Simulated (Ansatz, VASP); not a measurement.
## Au: VASP beside Ansatz

File INCAR:

```
SYSTEM = Au
  ALGO = Fast
  EDIFF = 1E-6
  EDIFFG = -0.01
  ENCUT = 600
  GGA = RP
  IBRION = 2
  ISIF = 3
  ISMEAR = -1
  LASPH = .TRUE.
  LCHARG = .FALSE.
  LREAL = .FALSE.
  LWAVE = .FALSE.
  NELM = 80
  NSW = 60
  PREC = Accurate
  SIGMA = 0.05
```

File KPOINTS:

```
k-points
0
G
  11 11 11
  0 0 0
```

Contents of POSCAR:

```
Au
1.0
   -1.6572690000      1.6572690000      1.6572690000
    1.6572690000     -1.6572690000      1.6572690000
    1.6572690000      1.6572690000     -1.6572690000
Au
1
Direct
    0.0000000000      0.0000000000      0.0000000000
```

input.yaml

```yaml
crystal:
  lattice:
    - [-1.657269, 1.657269, 1.657269]
    - [1.657269, -1.657269, 1.657269]
    - [1.657269, 1.657269, -1.657269]
  atoms:
    - { symbol: Au, position: [0.0, 0.0, 0.0] }
hamiltonian:
  xc: rpbe
  pseudopotentials: { kind: paw }
kpoints:
  mp_grid: { grid: [11, 11, 11] }
scf:
  occupations: { method: fermi_dirac, width: 0.05 }
output:
  forces: true
  stress: true
  eigenvalues: true
relax:
  f_tol: 0.01
  max_steps: 40
  cell: { stress_tol: 0.05 }
```

Alike in both runs: task relaxation of cell and atoms; functional RPBE; k mesh 11 × 11 × 11; occupations fermi-dirac, width 0.05 eV; no spin polarisation.

|  | VASP | Ansatz |
| --- | --- | --- |
| version | VASP 6.6.1 | Ansatz 0.2.0 |
| potentials or method | VASP PAW PBE potentials, release 64 (Au) | Ansatz PAW |
| plane-wave cutoff (eV) | 600 | 420 |
| valence electrons in the cell | 11 | 19 |

VASP gave:

| Quantity | Value |
| --- | --- |
| gap on the k mesh at the Fermi level, each at its own relaxed structure (eV) | none |
| relaxed volume (Å³/atom) | 18.61 |
| relaxed cell length with the largest relative difference (Å) | 2.891 |

Which values does Ansatz return?

gap on the k mesh at the Fermi level, each at its own relaxed structure (eV): none; relaxed volume (Å³/atom): 18.64; relaxed cell length with the largest relative difference (Å): 2.893.

VASP's potentials were made for PBE, not for RPBE. A gap of «none» marks a metal or a gap that the smearing closes. VASP's potentials hold 11 valence electrons a cell and Ansatz's 19, so a difference there can come from the potentials and not from the codes.

Spin-orbit coupling is off throughout. Noted on Ansatz's run: the plane-wave basis is chosen anew once the cell has moved, so the energies of steps on either side of that aren't comparable.
